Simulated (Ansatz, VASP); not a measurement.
**CdSe: VASP beside Ansatz**

INCAR

```
SYSTEM = CdSe
PREC     = Accurate       ! precision mode
ENCUT    = 520            ! plane-wave cutoff, eV
EDIFF    = 1E-7           ! SCF threshold, eV
ISMEAR   = -1             ! smearing method
SIGMA    = 0.02           ! smearing width, eV
LREAL    = .False.        ! projectors in reciprocal space
LASPH    = .True.         ! aspherical terms in the spheres
NELM     = 60             ! most SCF steps
ALGO     = Normal         ! electronic algorithm
ISIF     = 2              ! what is computed and relaxed
LWAVE    = .False.        ! write WAVECAR
LCHARG   = .True.         ! write CHGCAR
GGA      = PE             ! functional
LELF     = .True.         ! ELF
LVHAR    = .True.       
NBANDS   = 16             ! bands
```

Contents of KPOINTS:

```
regular mesh
0
Gamma
  8 8 8
  0 0 0
```

File POSCAR:

```
CdSe
1.0
    0.0000000000      3.0441590513      3.0441590513
    3.0441590513      0.0000000000      3.0441590513
    3.0441590513      3.0441590513      0.0000000000
Cd Se
1 1
Direct
    0.0000000000      0.0000000000      0.0000000000
    0.2500000000      0.2500000000      0.2500000000
```

Input for Ansatz:

```yaml
crystal:
  lattice:
    - [0.0, 3.0441590513, 3.0441590513]
    - [3.0441590513, 0.0, 3.0441590513]
    - [3.0441590513, 3.0441590513, 0.0]
  atoms:
    - { symbol: Cd, position: [0.0, 0.0, 0.0] }
    - { symbol: Se, position: [0.25, 0.25, 0.25] }
kpoints:
  mp_grid: { grid: [8, 8, 8] }
  band_path:
    path:
      - [0.0, 0.0, 0.0]
      - [-0.5, -0.5, 0.0]
      - [-0.375, -0.375, 0.25]
      - [-0.375, 0.0, 0.375]
      - [0.0, 0.0, 0.5]
      - [-0.5, -0.25, 0.25]
    npoints: 1
hamiltonian:
  xc: pbe
scf:
  occupations: { method: fermi_dirac, width: 0.02 }
  n_extra_bands: 4
output:
  forces: true
  stress: true
  eigenvalues: true
```

Change from the starting cell: hydrostatic strain -0.8%.

Alike in both runs: task single point; functional PBE; k mesh 8 × 8 × 8; occupations fermi-dirac, width 0.02 eV; no spin polarisation.

|  | VASP | Ansatz |
| --- | --- | --- |
| version | VASP 6.6.1 | Ansatz 0.2.0 |
| potentials or method | VASP PAW PBE potentials, release 64 (Cd, Se) | plane waves, PAW |
| plane-wave cutoff (eV) | 520 | 420 |
| valence electrons in the cell | 18 | 36 |

Ansatz gave:

- pressure (GPa): 2.7

Question: Which values does VASP return?

Answer: Pressure (GPa): 3.0.

VASP's potentials hold 18 valence electrons a cell and Ansatz's 36, so a difference there can come from the potentials and not from the codes.
